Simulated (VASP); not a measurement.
CdSe:

```
Cd Se
1.0
     4.16732    0.00000    0.00000
    -2.08366    3.60901    0.00000
     0.00000    0.00000    9.12657
Cd Se
3 3
Direct
  0.00000 0.50000 0.16667
  0.50000 0.50000 0.83333
  0.50000 0.00000 0.50000
  0.50000 0.50000 0.33333
  0.50000 0.00000 0.00000
  0.00000 0.50000 0.66667
```

The cell was generated, and may not be a known phase.

| Item | Value |
| --- | --- |
| Program | VASP 6.6.1 |
| Task | relaxation of cell and atoms |
| Functional | PBE |
| Potentials or basis | VASP PAW PBE potentials, release 64 (Cd, Se) |
| Cutoff | 600 eV |
| k mesh | 6 × 6 × 2 |
| Occupations | gaussian, width 0.1 eV |
| Spin | no spin polarisation |

At the start: pressure 11.0 GPa; volume 22.88 Å³/atom.

**Question.** Where does the relaxation end?

**Answer.** Over 6 steps the energy falls by 119.2 meV/atom and the volume is 26.64 Å³/atom (+16.4 %); space group P6_222 (No. 180, to 0.1 Å) before and after.

The path:
```
step  energy change (eV)  largest force (eV/Å)  pressure (GPa)  volume (Å³)
   1              0.0000                0.0000           11.03       137.26
   2             -0.5960                0.0000           -2.84       170.95
   3             -0.6951                0.0000           -0.01       160.06
   4             -0.6951                0.0000           -0.15       160.54
   5             -0.7030                0.0000           -0.16       160.38
   6             -0.7150                0.0000           -0.12       159.84
```

Final structure:
```xyz
6
Lattice="4.3052 0.0000 0.0000 -2.1526 3.7284 0.0000 0.0000 0.0000 9.9576" Properties=species:S:1:pos:R:3 pbc="T T T"
Cd   -1.0763    1.8642    1.6596
Cd    1.0763    1.8642    8.2980
Cd    2.1526    0.0000    4.9788
Se    1.0763    1.8642    3.3192
Se    0.0000    3.7284    0.0000
Se    3.2289    1.8642    6.6384
```

Caveat: the volume moved by over 15 % at a fixed basis, so the end points are rough.
